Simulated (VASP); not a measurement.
Set up this calculation in VASP 6.6.1, as the native input.

```
Task                   : single point
Functional             : PBE
Potentials or basis    : VASP PAW PBE potentials, release 64 (Zr_sv, Ti_sv, C)
Cutoff                 : 520 eV
k mesh                 : 8 × 8 × 8
Occupations            : gaussian, width 0.1 eV
Spin                   : collinear spin
Starting moments       : [1.0, 1.0, 1.0, 0.0, 0.0, 0.0] μB
Dipole correction      : no
Further INCAR settings : ALGO = Normal; EDIFF = 1e-06; NBANDS = 37
```

The structure of ZrTi2C3 lies in POSCAR:

```
ZrTi2C3
1.0
   -1.5886337818      1.5886337818      6.6834973614
    1.5886337818     -1.5886337818      6.6834973614
    1.5886337818      1.5886337818     -6.6834973614
Zr Ti C
1 2 3
Direct
    0.0000000000      0.0000000000      0.0000000000
    0.6705901767      0.6705901767      0.0000000000
    0.3294098233      0.3294098233      0.0000000000
    0.8279857603      0.8279857603      0.0000000000
    0.5000000000      0.5000000000      0.0000000000
    0.1720142397      0.1720142397      0.0000000000
```

These files were run (other wordings do the same):

INCAR

```
ALGO = Normal
EDIFF = 1E-6
ENCUT = 520
GGA = PE
ISIF = 2
ISMEAR = 0
ISPIN = 2
LASPH = T
LCHARG = F
LMAXMIX = 4
LORBIT = 11
LREAL = F
LWAVE = F
MAGMOM = 1 1 1 0 0 0
NBANDS = 37
NELM = 150
PREC = Accurate
SIGMA = 0.1
```

KPOINTS

```
k-points
0
Gamma
  8 8 8
```

Potentials or basis: VASP PAW PBE potentials, release 64 (Zr_sv, Ti_sv, C).

Launch:

```sh
$ cat potpaw_PBE.64/Zr_sv/POTCAR potpaw_PBE.64/Ti_sv/POTCAR potpaw_PBE.64/C/POTCAR > POTCAR
$ mpirun -np 1 vasp_std > vasp.out
```

It gave:

| Quantity | Value |
| --- | --- |
| Pressure | 0.1 GPa |
| Largest force | 0.037 eV/Å |
| Band gap on the k mesh | zero (filled and empty bands overlap) |
| Net moment | 0.00 μB per cell |
| Valence electrons inside the program's atomic spheres | Zr 10.02; Ti 10.28; C 2.37, 2.41 (each value once) |

Wall time 22 min on 1 thread of Intel(R) Xeon(R) Platinum 8259CL CPU @ 2.50GHz (Skylake/Cascade Lake), with other jobs on the host, peak memory 0.64 GiB.
